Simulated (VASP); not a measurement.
# BaTiO3 (P4mm) in VASP: further runs, part 2 of 2

VASP 6.6.1. The steps go on from the part before.

### 4 Relaxation of cell and atoms, PBEsol, target pressure 30 GPa, at which the enthalpy is minimised

File INCAR:

```
PREC     = Accurate       # precision mode
ENCUT    = 600            # plane-wave cutoff, eV
EDIFF    = 1E-6           # SCF threshold, eV
ISMEAR   = -1             # smearing method
SIGMA    = 0.05           # smearing width, eV
LREAL    = False          # projectors in reciprocal space
LASPH    = True           # aspherical terms in the spheres
NELM     = 80             # most SCF steps
ALGO     = Normal         # electronic algorithm
ISIF     = 3              # what is computed and relaxed
LWAVE    = False          # write WAVECAR
LCHARG   = False          # write CHGCAR
GGA      = PS             # functional
IBRION   = 2              # ionic algorithm
NSW      = 60             # ionic steps
EDIFFG   = -0.01          # ionic threshold
PSTRESS  = 300.0
```

File KPOINTS:

```
regular mesh
0
Gamma
  7 7 7
```

File POSCAR:

```
BaTiO3
1.0
    3.9998000000      0.0000000000      0.0000000000
    0.0000000000      3.9998000000      0.0000000000
    0.0000000000      0.0000000000      4.0180000000
Ba Ti O
1 1 3
Direct
    0.0000000000      0.0000000000      0.0000000000
    0.5000000000      0.5000000000      0.4900000000
    0.0000000000      0.5000000000      0.5170000000
    0.5000000000      0.0000000000      0.5170000000
    0.5000000000      0.5000000000      0.0190000000
```

Potentials or basis: VASP PAW PBE potentials, release 64 (Ba_sv, Ti_sv, O).

Started as:

```sh
> cat potpaw_PBE.64/Ba_sv/POTCAR potpaw_PBE.64/Ti_sv/POTCAR potpaw_PBE.64/O/POTCAR > POTCAR
> mpirun -np 1 vasp_std > vasp.out
```

OUTCAR:

```text
PREC = Accurate
   ENCUT = 600
   EDIFF = 1E-6
   ISMEAR = -1
   LREAL = False
   LASPH = True
   NELM = 80
   ISIF = 3
   GGA = PS
   IBRION = 2
   NSW = 60
   EDIFFG = -0.01
   PSTRESS = 300.0

 ion  position               nearest neighbor table
   1  0.000  0.000  0.000-   3 2.79   4 2.79   3 2.79   4 2.79   5 2.83   5 2.83   5 2.83   5 2.83
                             4 2.88   3 2.88   4 2.88   3 2.88   2 3.45   2 3.45   2 3.45   2 3.45
   2  0.500  0.500  0.490-   5 1.89   4 2.00   3 2.00   4 2.00   3 2.00   5 2.13   1 3.45   1 3.45
                             1 3.45   1 3.45   1 3.49   1 3.49   1 3.49   1 3.49
   3  0.000  0.500  0.517-   2 2.00   2 2.00   1 2.79   1 2.79   1 2.88   1 2.88
   4  0.500  0.000  0.517-   2 2.00   2 2.00   1 2.79   1 2.79   1 2.88   1 2.88
   5  0.500  0.500  0.019-   2 1.89   2 2.13   1 2.83   1 2.83   1 2.83   1 2.83

  LATTYP: Found a simple tetragonal cell.
 ALAT       =     3.9998000000
 C/A-ratio  =     1.0045502275

  Lattice vectors:

 A1 = (   3.9998000000,   0.0000000000,   0.0000000000)
 A2 = (   0.0000000000,   3.9998000000,   0.0000000000)
 A3 = (   0.0000000000,   0.0000000000,   4.0180000000)

Analysis of symmetry for initial positions (statically):
=====================================================================
 Subroutine PRICEL returns:
 Original cell was already a primitive cell.

 Routine SETGRP: Setting up the symmetry group for a
 simple tetragonal supercell.

 Subroutine GETGRP returns: Found  8 space group operations
 (whereof  8 operations were pure point group operations)
 out of a pool of 16 trial point group operations.

The static configuration has the point symmetry C_4v.

Analysis of symmetry for dynamics (positions and initial velocities):
=====================================================================
 Subroutine PRICEL returns:
 Original cell was already a primitive cell.

 Routine SETGRP: Setting up the symmetry group for a
 simple tetragonal supercell.

 Subroutine GETGRP returns: Found  8 space group operations
 (whereof  8 operations were pure point group operations)
 out of a pool of 16 trial point group operations.

The dynamic configuration has the point symmetry C_4v.

 Subroutine INISYM returns: Found  8 space group operations
 (whereof  8 operations are pure point group operations),
 and found     1 'primitive' translations

----------------------------------------------------------------------------------------

                                     Primitive cell

  volume of cell :      64.2816

  direct lattice vectors                    reciprocal lattice vectors
     3.999800000  0.000000000  0.000000000     0.250012501  0.000000000  0.000000000
     0.000000000  3.999800000  0.000000000     0.000000000  0.250012501  0.000000000
     0.000000000  0.000000000  4.018000000     0.000000000  0.000000000  0.248880040

  length of vectors
     3.999800000  3.999800000  4.018000000     0.250012501  0.250012501  0.248880040

  position of ions in fractional coordinates (direct lattice)
     0.000000000  0.000000000  0.000000000
     0.500000000  0.500000000  0.490000000
     0.000000000  0.500000000  0.517000000
     0.500000000  0.000000000  0.517000000
     0.500000000  0.500000000  0.019000000

  ion indices of the primitive-cell ions
[... 62 lines left out ...]
   total plane-waves  NPLWV =  32768
   dimension x,y,z NGX =    32 NGY =   32 NGZ =   32
   dimension x,y,z NGXF=    64 NGYF=   64 NGZF=   64
   ions per type =               1   1   3
   NGX,Y,Z   is equivalent  to a cutoff of  13.30, 13.30, 13.24 a.u.
   NGXF,Y,Z  is equivalent  to a cutoff of  26.60, 26.60, 26.48 a.u.
 SYSTEM =  unknown system
   PREC   = accura    normal or accurate (medium, high low for compatibility)
   ISTART =      0    job   : 0-new  1-cont  2-samecut
   ICHARG =      2    charge: 1-file 2-atom 10-const
   ISPIN  =      1    spin polarized calculation?
   LNONCOLLINEAR =      F non collinear calculations
   LSORBIT =      F    spin-orbit coupling
   LASPH  =      T    aspherical Exc in radial PAW
   ENCUT  =  600.0 eV  44.10 Ry    6.64 a.u.   7.99  7.99  8.02*2*pi/ulx,y,z
   NELM   =     80;   NELMIN=  2; NELMDL= -5     # of ELM steps
   EDIFF  = 0.1E-05   stopping-criterion for ELM
   LREAL  =      F    real-space projection
   EDIFFG = -.1E-01   stopping-criterion for IOM
   NSW    =     60    number of steps for IOM
   IBRION =      2    ionic relax: 0-MD 1-quasi-New 2-CG
   NFREE  =      1    steps in history (QN), initial steepest desc. (CG)
   ISIF   =      3    stress and relaxation
   ISYM   =      2    0-nonsym 1-usesym 2-fastsym
   POTIM  = 0.5000    time-step for ionic-motion
   TEBEG  =    0.0;   TEEND  =   0.0 temperature during run
   PSTRESS=  300.0 pullay stress
   NELECT =      40.0000    total number of electrons
   NUPDOWN=      -1.0000    fix difference up-down
   EMIN   =  10.00;   EMAX   =-10.00  energy-range for DOS
   EFERMI =   0.00;   METHOD = LEGACY
   ISMEAR =    -1;   SIGMA  =   0.05  broadening in eV -4-tet -1-fermi 0-gaus
   EFERMI_NEDOS =   21; number of points for ismear=-14 and -15
   IALGO  =     38    algorithm
   IMIX   =      4    mixing-type and parameters
     AMIX     =   0.40;   BMIX     =  1.00
     AMIX_MAG =   1.60;   BMIX_MAG =  1.00
  volume/ion in A,a.u.               =      12.86        86.76
  Fermi-wavevector in a.u.,A,eV,Ry     =   1.397653  2.641181 26.578078  1.953434
  Thomas-Fermi vector in A             =   2.520888
   LORBIT       =      0    0 simple, 1 ext, 2 COOP (PROOUT), +10 PAW based schemes
   GGA     = PS    functional components
   LHFCALC =     F    Hartree Fock is set to
   AEXX    =    0.0000 exact exchange contribution
   IVDW    =     0    specifies the selected vdW correction
   LEPSILON=     F    determine dielectric tensor
   LRPA    =     F    only Hartree local field effects (RPA)
 conjugate gradient relaxation of ions
 non-spin polarized calculation
  energy-cutoff  :      600.00
  volume of cell :       64.28
 maximum number of plane-waves:      2174
 NGX is ok and might be reduce to    32
   NGX = 15   NGY = 15   NGZ = 17

--------------------------------------- Ionic step        1  -------------------------------------------

 number of electron      39.9999999 magnetization

 Free energy of the ion-electron system (eV)
  ---------------------------------------------------
  ext. energy  EPLUGINS =         0.00000000
  ---------------------------------------------------
  free energy    TOTEN  =       -41.99344264 eV

  energy without entropy =      -41.99344264  energy(sigma->0) =      -41.99344264

------------------------ aborting loop because EDIFF is reached ----------------------------------------

  FORCE on cell =-STRESS in cart. coord.  units (eV):
  Direction    XX          YY          ZZ          XY          YZ          ZX
  --------------------------------------------------------------------------------------
  -------------------------------------------------------------------------------------
  Total       -0.9986029     -0.9986029     -0.6207416      0.0000000      0.0000000      0.0000000
  in kB      -24.8895441    -24.8895441    -15.4715891      0.0000000      0.0000000      0.0000000
  external PRESSURE =    -321.7502258 kB  Pullay stress =     300.0000000 kB
[... 106 lines left out ...]
  energy  without entropy=      -41.4876012545  energy(sigma->0) =      -41.48760125

  enthalpy is  TOTEN    =       -30.8923407472 eV   P V=       10.5952605074

[... ionic steps 4 to 14 ...]

--------------------------------------- Ionic step       15  -------------------------------------------

 number of electron      40.0000005 magnetization

------------------------ aborting loop because EDIFF is reached ----------------------------------------
[... 77 lines left out ...]
--------------------------------------- Ionic step       17  -------------------------------------------

 number of electron      40.0000005 magnetization

 Free energy of the ion-electron system (eV)
  ---------------------------------------------------
  ext. energy  EPLUGINS =         0.00000000
  ---------------------------------------------------
  free energy    TOTEN  =       -41.36371103 eV

  energy without entropy =      -41.36371103  energy(sigma->0) =      -41.36371103

 E-fermi :   5.8379     XC(G=0): -12.2750

 val. band max:        4.8825277395   @ k =   0.0000   0.0000   0.0000
 cond. band min:       6.8031327383   @ k =   0.0000   0.0000   0.0000
 fundamental gap:      1.9206049988
 Fermi energy:         5.8379440737

 k-point     1 :       0.0000    0.0000    0.0000
  band No.  band energies     occupation
      1     -50.8981      2.00000
      2     -27.3229      2.00000
      3     -27.3229      2.00000
      4     -27.3222      2.00000
      5     -19.6877      2.00000
      6     -12.2284      2.00000
[... 637 lines left out ...]
     23       9.1724      0.00000
     24      10.7443      0.00000

 [... further k-points ...]
[... 5 lines left out ...]
  --------------------------------------------------------------------------------------
  -------------------------------------------------------------------------------------
  Total       10.4687500     10.4687500     10.4629510      0.0000000     -0.0000000      0.0000000
  in kB      301.1845478    301.1845478    301.0177123      0.0000000     -0.0000000      0.0000000
  external PRESSURE =       1.1289360 kB  Pullay stress =     300.0000000 kB
[... 24 lines left out ...]
  energy  without entropy=      -41.3637110325  energy(sigma->0) =      -41.36371103

  enthalpy is  TOTEN    =       -30.9361342835 eV   P V=       10.4275767494

 reached required accuracy - stopping structural energy minimisation
```

Wall time 7.7 min (1 thread of Intel Xeon Platinum 8488C (Sapphire Rapids), shared host); peak memory 0.25 GiB.

Results:

```yaml
Free_energy: -41.3637 eV
Relaxed_volume: 11.14 Å³/atom
Relaxed_cell: a = 3.819 Å, b = 3.819 Å, c = 3.819 Å, α = 90.00°, β = 90.00°, γ = 90.00°
Space_group_after_relaxing_to_0.05_Å: Pm-3m (No. 221)
Energy_change_on_relaxing_the_enthalpy_is_what_falls: +125.9 meV/atom
Ionic_steps: 17
Pressure_after_relaxing: 30.1 GPa
Largest_force_after_relaxing: 0.009 eV/Å
Band_gap_on_the_k_mesh: 1.92 eV, direct
```

Forces in eV/Å, atoms in the order of the input:
```
Ba   0.000  0.000  0.009
Ti   0.000  0.000  0.002
O    0.000  0.000 -0.008
O    0.000  0.000 -0.008
O    0.000  0.000  0.006
```

The path:
| step | energy change (eV) | largest force (eV/Å) | pressure (GPa) | volume (Å³) |
| --- | --- | --- | --- | --- |
| 1 | 0.0000 | 0.3266 | -2.18 | 64.28 |
| 2 | 7.3078 | 4.4776 | 162.57 | 43.13 |
| 3 | 0.5058 | 0.6675 | 26.42 | 56.58 |
| 4 | 0.5899 | 0.7517 | 28.96 | 56.10 |
| 5 | 0.6218 | 0.7821 | 29.89 | 55.93 |
| 6 | 0.6468 | 0.2004 | 30.34 | 55.67 |
| 7 | 0.6511 | 0.2002 | 30.44 | 55.65 |
| 8 | 0.6133 | 0.1370 | 29.47 | 55.81 |
| 9 | 0.5931 | 0.1119 | 28.90 | 55.91 |
| 10 | 0.6876 | 0.0917 | 31.67 | 55.40 |
| 11 | 0.6470 | 0.0960 | 30.51 | 55.61 |
| 12 | 0.6322 | 0.0629 | 30.14 | 55.68 |
| 13 | 0.6282 | 0.0544 | 30.01 | 55.70 |
| 14 | 0.6251 | 0.0200 | 29.91 | 55.71 |
| 15 | 0.6240 | 0.0090 | 29.87 | 55.72 |
| 16 | 0.6373 | 0.0124 | 30.25 | 55.65 |
| 17 | 0.6297 | 0.0089 | 30.11 | 55.69 |

Final structure:
```xyz
5
Lattice="3.8185 0.0000 0.0000 0.0000 3.8185 0.0000 0.0000 0.0000 3.8192" Properties=species:S:1:pos:R:3 pbc="T T T"
Ba    0.0000    0.0000    0.0319
Ti    1.9093    1.9093    1.9410
O     0.0000    1.9093    1.9436
O     1.9093    3.8185    1.9436
O     1.9093    1.9093    0.0329
```

Caveat: the cell is relaxed towards a set pressure, so the enthalpy falls and the energy may rise; the PAW data sets were made with another functional, which shifts forces and pressure a little; spin-orbit coupling is left out, which moves the levels of the heavy elements.

### 5 Summary

| cell | gap on the mesh (eV) | pressure (GPa) | largest force (eV/Å) |
| --- | --- | --- | --- |
| relaxed to 10 GPa | 1.90 | 10.0 | 0.01 |
| relaxed to 20 GPa | 1.91 | 20.1 | 0.01 |
| relaxed to 30 GPa | 1.92 | 30.1 | 0.01 |

Alike in all rows: task relaxation of cell and atoms; level PBEsol; potentials or basis VASP PAW PBE potentials, release 64 (Ba_sv, Ti_sv, O); no spin polarisation; k mesh 7 × 7 × 7; cutoff (eV) 600; smearing fermi-dirac 0.05 eV.

Caveats: the cell is relaxed towards a set pressure, so the enthalpy falls and the energy may rise; the PAW data sets were made with another functional, which shifts forces and pressure a little; spin-orbit coupling is left out, which moves the levels of the heavy elements.

Total energies depend on the potentials used, so only differences within one code and one set of settings carry meaning.
